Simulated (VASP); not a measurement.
# CaLuH5 (P4/mmm) in VASP: a series of runs

Runs on CaLuH5. Level: PBE. Tasks: single point, relaxation of cell and atoms.

Everything below comes from runs of VASP 6.6.1. Logs are shortened: lines on timing, memory, paths and dates and some standing lists are left out, and cuts for length are marked.

**1. The cell of the first run**

Symmetry: P4/mmm, No. 123, tetragonal system. The conventional cell has a = 3.717 Å, b = 3.717 Å, c = 5.979 Å, α = 90.00°, β = 90.00°, γ = 90.00°. Ca (site symmetry 4/mmm) has 12 H at 2.59 to 2.63 Å and 2 Lu at 2.99 Å within 3.4 Å. Within 3.0 Å of Lu (site symmetry 4/mmm) lie 8 H at 2.20 Å and 2 Ca at 2.99 Å. Within 2.9 Å of H (site symmetry 2mm) lie 2 Lu at 2.20 Å and 7 H at 2.37 to 2.63 Å and 2 Ca at 2.59 Å. Within 3.4 Å of H (site symmetry 4/mmm) lie 8 H at 2.59 Å and 4 Ca at 2.63 Å.

The cell was built from a structure type or drawn by symmetry, and may not be a known phase.

**2. Single point, PBE**

The input, INCAR:

```
SYSTEM = CaLuH5
PREC = Accurate
ENCUT = 520
EDIFF = 1E-7
ISMEAR = 0
SIGMA = 0.1
LREAL = .FALSE.
LASPH = .TRUE.
NELM = 100
ALGO = Normal
ISIF = 2
LWAVE = .FALSE.
LCHARG = .TRUE.
GGA = PE
LELF = .TRUE.
LVHAR = .TRUE.
NBANDS = 29
```

The input, KPOINTS:

```
regular mesh
0
G
  6 6 4
  0 0 0
```

The input, POSCAR:

```
CaLuH5
1.0
    3.7173060800      0.0000000000      0.0000000000
    0.0000000000      3.7173060800      0.0000000000
    0.0000000000      0.0000000000      5.9788653900
Ca Lu H
1 1 5
Direct
    0.0000000000      0.0000000000      0.0000000000
    0.0000000000      0.0000000000      0.5000000000
    0.0000000000      0.5000000000      0.3021256300
    0.0000000000      0.5000000000      0.6978743700
    0.5000000000      0.0000000000      0.3021256300
    0.5000000000      0.0000000000      0.6978743700
    0.5000000000      0.5000000000      0.0000000000
```

Potentials or basis: VASP PAW PBE potentials, release 64 (Ca_sv, Lu, H).

Command:

```
cat potpaw_PBE.64/Ca_sv/POTCAR potpaw_PBE.64/Lu/POTCAR potpaw_PBE.64/H/POTCAR > POTCAR
mpirun -np 1 vasp_std > vasp.out
```

OUTCAR:

```text
SYSTEM = CaLuH5
   PREC = Accurate
   ENCUT = 520
   EDIFF = 1E-7
   ISMEAR = 0
   LREAL = .FALSE.
   LASPH = .TRUE.
   NELM = 100
   ISIF = 2
   GGA = PE

 ion  position               nearest neighbor table
   1  0.000  0.000  0.000-   2 2.99   2 2.99
   2  0.000  0.000  0.500-   3 2.20   4 2.20   5 2.20   6 2.20   3 2.20   4 2.20   5 2.20   6 2.20
                             1 2.99   1 2.99
   3  0.000  0.500  0.302-   2 2.20   2 2.20
   4  0.000  0.500  0.698-   2 2.20   2 2.20
   5  0.500  0.000  0.302-   2 2.20   2 2.20
   6  0.500  0.000  0.698-   2 2.20   2 2.20
   7  0.500  0.500  0.000-

  LATTYP: Found a simple tetragonal cell.
 ALAT       =     3.7173060800
 C/A-ratio  =     1.6083866277

  Lattice vectors:

 A1 = (   3.7173060800,   0.0000000000,   0.0000000000)
 A2 = (   0.0000000000,   3.7173060800,   0.0000000000)
 A3 = (   0.0000000000,   0.0000000000,   5.9788653900)

Analysis of symmetry for initial positions (statically):
=====================================================================
 Subroutine PRICEL returns:
 Original cell was already a primitive cell.

 Routine SETGRP: Setting up the symmetry group for a
 simple tetragonal supercell.

 Subroutine GETGRP returns: Found 16 space group operations
 (whereof 16 operations were pure point group operations)
 out of a pool of 16 trial point group operations.

The static configuration has the point symmetry D_4h.

Analysis of symmetry for dynamics (positions and initial velocities):
=====================================================================
 Subroutine PRICEL returns:
 Original cell was already a primitive cell.

 Routine SETGRP: Setting up the symmetry group for a
 simple tetragonal supercell.

 Subroutine GETGRP returns: Found 16 space group operations
 (whereof 16 operations were pure point group operations)
 out of a pool of 16 trial point group operations.

The dynamic configuration has the point symmetry D_4h.

 Subroutine INISYM returns: Found 16 space group operations
 (whereof 16 operations are pure point group operations),
 and found     1 'primitive' translations

----------------------------------------------------------------------------------------

                                     Primitive cell

  volume of cell :      82.6181

  direct lattice vectors                    reciprocal lattice vectors
     3.717306080  0.000000000  0.000000000     0.269012015  0.000000000  0.000000000
     0.000000000  3.717306080  0.000000000     0.000000000  0.269012015  0.000000000
     0.000000000  0.000000000  5.978865390     0.000000000  0.000000000  0.167255814

  length of vectors
     3.717306080  3.717306080  5.978865390     0.269012015  0.269012015  0.167255814

  position of ions in fractional coordinates (direct lattice)
     0.000000000  0.000000000  0.000000000
     0.000000000  0.000000000  0.500000000
     0.000000000  0.500000000  0.302125630
     0.000000000  0.500000000  0.697874370
     0.500000000  0.000000000  0.302125630
     0.500000000  0.000000000  0.697874370
     0.500000000  0.500000000  0.000000000

  ion indices of the primitive-cell ions
   primitive index   ion index
                 1           1
                 2           2
                 3           3
                 4           4
                 5           5
                 6           6
                 7           7

----------------------------------------------------------------------------------------

 KPOINTS: regular mesh

Automatic generation of k-mesh.
 Grid dimensions read from file:
 generate k-points for:    6    6    4

 Generating k-lattice:

  Cartesian coordinates                     Fractional coordinates (reciprocal lattice)
     0.044835336  0.000000000  0.000000000     0.166666667  0.000000000  0.000000000
     0.000000000  0.044835336  0.000000000     0.000000000  0.166666667  0.000000000
     0.000000000  0.000000000  0.041813954     0.000000000  0.000000000  0.250000000

  Length of vectors
     0.044835336  0.044835336  0.041813954

  Shift w.r.t. Gamma in fractional coordinates (k-lattice)
     0.000000000  0.000000000  0.000000000

 Subroutine IBZKPT returns following result:
 ===========================================

 Found     30 irreducible k-points:

 Following reciprocal coordinates:
            Coordinates               Weight
  0.000000  0.000000  0.000000      1.000000
  0.166667  0.000000  0.000000      4.000000
  0.333333  0.000000  0.000000      4.000000
  0.500000  0.000000  0.000000      2.000000
  0.166667  0.166667  0.000000      4.000000
  0.333333  0.166667  0.000000      8.000000
[... 16 lines left out ...]
  0.333333  0.000000  0.500000      4.000000
  0.500000  0.000000  0.500000      2.000000
 [... further k-points ...]
   k-points           NKPTS =     30   k-points in BZ     NKDIM =     30   number of bands    NBANDS=     29
   number of dos      NEDOS =    301   number of ions     NIONS =      7
   total plane-waves  NPLWV =  37632
   dimension x,y,z NGX =    28 NGY =   28 NGZ =   48
   dimension x,y,z NGXF=    56 NGYF=   56 NGZF=   96
   ions per type =               1   1   5
   NGX,Y,Z   is equivalent  to a cutoff of  12.52, 12.52, 13.35 a.u.
   NGXF,Y,Z  is equivalent  to a cutoff of  25.04, 25.04, 26.69 a.u.
 SYSTEM =  CaLuH5
   PREC   = accura    normal or accurate (medium, high low for compatibility)
   ISTART =      0    job   : 0-new  1-cont  2-samecut
   ICHARG =      2    charge: 1-file 2-atom 10-const
   ISPIN  =      1    spin polarized calculation?
   LNONCOLLINEAR =      F non collinear calculations
   LSORBIT =      F    spin-orbit coupling
   LASPH  =      T    aspherical Exc in radial PAW
   ENCUT  =  520.0 eV  38.22 Ry    6.18 a.u.   6.91  6.91 11.12*2*pi/ulx,y,z
   NELM   =    100;   NELMIN=  2; NELMDL= -5     # of ELM steps
   EDIFF  = 0.1E-06   stopping-criterion for ELM
   LREAL  =      F    real-space projection
   EDIFFG = 0.1E-05   stopping-criterion for IOM
   NSW    =      0    number of steps for IOM
   IBRION =     -1    ionic relax: 0-MD 1-quasi-New 2-CG
   NFREE  =      0    steps in history (QN), initial steepest desc. (CG)
   ISIF   =      2    stress and relaxation
   ISYM   =      2    0-nonsym 1-usesym 2-fastsym
   POTIM  = 0.5000    time-step for ionic-motion
   TEBEG  =    0.0;   TEEND  =   0.0 temperature during run
   PSTRESS=    0.0 pullay stress
   NELECT =      40.0000    total number of electrons
   NUPDOWN=      -1.0000    fix difference up-down
   EMIN   =  10.00;   EMAX   =-10.00  energy-range for DOS
   EFERMI =   0.00;   METHOD = LEGACY
   ISMEAR =     0;   SIGMA  =   0.10  broadening in eV -4-tet -1-fermi 0-gaus
   EFERMI_NEDOS =   21; number of points for ismear=-14 and -15
   IALGO  =     38    algorithm
   IMIX   =      4    mixing-type and parameters
     AMIX     =   0.40;   BMIX     =  1.00
     AMIX_MAG =   1.60;   BMIX_MAG =  1.00
  volume/ion in A,a.u.               =      11.80        79.65
  Fermi-wavevector in a.u.,A,eV,Ry     =   1.285493  2.429229 22.483519  1.652492
  Thomas-Fermi vector in A             =   2.417624
   LORBIT       =      0    0 simple, 1 ext, 2 COOP (PROOUT), +10 PAW based schemes
   GGA     = PE    functional components
   LHFCALC =     F    Hartree Fock is set to
   AEXX    =    0.0000 exact exchange contribution
   IVDW    =     0    specifies the selected vdW correction
   LEPSILON=     F    determine dielectric tensor
   LRPA    =     F    only Hartree local field effects (RPA)
 non-spin polarized calculation
 Gauss-broadening in eV      SIGMA  =   0.10
  energy-cutoff  :      520.00
  volume of cell :       82.62
 maximum number of plane-waves:      2244
 NGX is ok and might be reduce to    28
   NGX = 13   NGY = 13   NGZ = 23

 number of electron      39.9999983 magnetization

 Free energy of the ion-electron system (eV)
  ---------------------------------------------------
  ext. energy  EPLUGINS =         0.00000000
  ---------------------------------------------------
  free energy    TOTEN  =       -24.45817148 eV

  energy without entropy =      -24.45742865  energy(sigma->0) =      -24.45780007

 E-fermi :   1.1550     XC(G=0):  -9.2684

 val. band max:        1.0625392776   @ k =   0.0000   0.0000   0.2500
 cond. band min:       1.2745195945   @ k =   0.5000   0.3333   0.0000
 fundamental gap:      0.2119803169
 Fermi energy:         1.1549596293

 k-point     1 :       0.0000    0.0000    0.0000
  band No.  band energies     occupation
      1     -55.2911      2.00000
      2     -39.7504      2.00000
      3     -26.2112      2.00000
      4     -25.8060      2.00000
      5     -25.8060      2.00000
      6     -20.9644      2.00000
[... 21 lines left out ...]
     28       7.0245      0.00000
     29       7.4251      0.00000

 k-point     2 :       0.1667    0.0000    0.0000
  band No.  band energies     occupation
      1     -55.2902      2.00000
      2     -39.7482      2.00000
      3     -26.2059      2.00000
      4     -25.8433      2.00000
      5     -25.8036      2.00000
      6     -20.9608      2.00000
[... 21 lines left out ...]
     28       6.7865      0.00000
     29       7.0420      0.00000

 k-point     3 :       0.3333    0.0000    0.0000
  band No.  band energies     occupation
      1     -55.2883      2.00000
      2     -39.7438      2.00000
      3     -26.1954      2.00000
      4     -25.9169      2.00000
      5     -25.7988      2.00000
      6     -20.9538      2.00000
[... 21 lines left out ...]
     28       6.6962      0.00000
     29       7.0776      0.00000

 k-point     4 :       0.5000    0.0000    0.0000
  band No.  band energies     occupation
      1     -55.2874      2.00000
      2     -39.7416      2.00000
      3     -26.1902      2.00000
      4     -25.9532      2.00000
      5     -25.7964      2.00000
      6     -20.9502      2.00000
[... 597 lines left out ...]
     28       6.0475      0.00000
     29       6.2119      0.00000

 k-point    23 :       0.3333    0.0000    0.5000
  band No.  band energies     occupation
      1     -55.2883      2.00000
      2     -39.7447      2.00000
      3     -26.1663      2.00000
      4     -25.9165      2.00000
      5     -25.7985      2.00000
      6     -21.0153      2.00000
[... 21 lines left out ...]
     28       6.2156      0.00000
     29       6.8308      0.00000

 k-point    24 :       0.5000    0.0000    0.5000
  band No.  band energies     occupation
      1     -55.2874      2.00000
      2     -39.7425      2.00000
      3     -26.1613      2.00000
      4     -25.9527      2.00000
      5     -25.7961      2.00000
      6     -21.0110      2.00000
[... 21 lines left out ...]
     28       6.4221      0.00000
     29       6.6192      0.00000

 [... further k-points ...]

------------------------ aborting loop because EDIFF is reached ----------------------------------------

  FORCE on cell =-STRESS in cart. coord.  units (eV):
  Direction    XX          YY          ZZ          XY          YZ          ZX
  --------------------------------------------------------------------------------------
  -------------------------------------------------------------------------------------
  Total       -5.8606171     -5.8606171      7.9893693      0.0000000     -0.0000000      0.0000000
  in kB     -113.6523733   -113.6523733    154.9343293      0.0000000     -0.0000000      0.0000000
  external PRESSURE =     -24.1234724 kB  Pullay stress =       0.0000000 kB

 VOLUME and BASIS-vectors are now :
 -----------------------------------------------------------------------------
  energy-cutoff  :      520.00
  volume of cell :       82.62
      direct lattice vectors                 reciprocal lattice vectors
     3.717306080  0.000000000  0.000000000     0.269012015  0.000000000  0.000000000
     0.000000000  3.717306080  0.000000000     0.000000000  0.269012015  0.000000000
     0.000000000  0.000000000  5.978865390     0.000000000  0.000000000  0.167255814

 POSITION                                       TOTAL-FORCE (eV/Angst)
 -----------------------------------------------------------------------------------
      0.00000      0.00000      0.00000        -0.000000      0.000000     -0.000000
      0.00000      0.00000      2.98943        -0.000000      0.000000     -0.000000
      0.00000      1.85865      1.80637        -0.000000     -0.000000     -0.105198
      0.00000      1.85865      4.17250        -0.000000     -0.000000      0.105198
      1.85865      0.00000      1.80637         0.000000      0.000000     -0.105198
      1.85865      0.00000      4.17250        -0.000000      0.000000      0.105198
      1.85865      1.85865      0.00000        -0.000000      0.000000     -0.000000
 -----------------------------------------------------------------------------------
    total drift:                               -0.000000     -0.000000      0.000000

  FREE ENERGIE OF THE ION-ELECTRON SYSTEM (eV)
  ---------------------------------------------------
  free  energy   TOTEN  =       -24.4581714835 eV

  energy  without entropy=      -24.4574286513  energy(sigma->0) =      -24.45780007
```

Run time: 38 s. Hardware: 1 thread of Intel Xeon 6975P-C (Granite Rapids), shared host; peak memory 0.23 GiB.

What came out:

* Free energy: -24.4582 eV
* Pressure: -2.4 GPa
* Largest force: 0.105 eV/Å
* Band gap on the k mesh: zero (bands 20 and 21 overlap by 0.81 eV)

Forces on the atoms (eV/Å):
```
Ca   0.000  0.000  0.000
Lu   0.000  0.000  0.000
H    0.000  0.000 -0.105
H    0.000  0.000  0.105
H    0.000  0.000 -0.105
H    0.000  0.000  0.105
H    0.000  0.000  0.000
```

Stress tensor (GPa, compression positive):
```
-11.37   0.00   0.00
  0.00 -11.37   0.00
  0.00   0.00  15.49
```

Levels at points of the mesh, in eV from the Fermi level:
```tsv
k point	band 18	band 19	band 20	band 21	band 22	band 23
(0.00, 0.00, 0.00)	-3.43	-2.08	0.39	0.40	1.94	1.94
(0.50, 0.00, 0.00)	-3.89	-1.70	-0.28	0.37	2.09	2.26
(0.50, 0.50, 0.00)	-2.96	-2.96	-2.01	-0.42	0.89	4.97
(0.00, 0.00, 0.50)	-3.27	-0.48	-0.46	1.37	2.78	2.78
(0.50, 0.00, 0.50)	-3.72	-2.67	-0.24	1.78	2.83	3.16
(0.50, 0.50, 0.50)	-3.09	-3.09	-1.81	0.28	1.38	2.63
```

Caveat: spin-orbit coupling is left out, which moves the levels of the heavy elements.

[end of part 1 of 2]
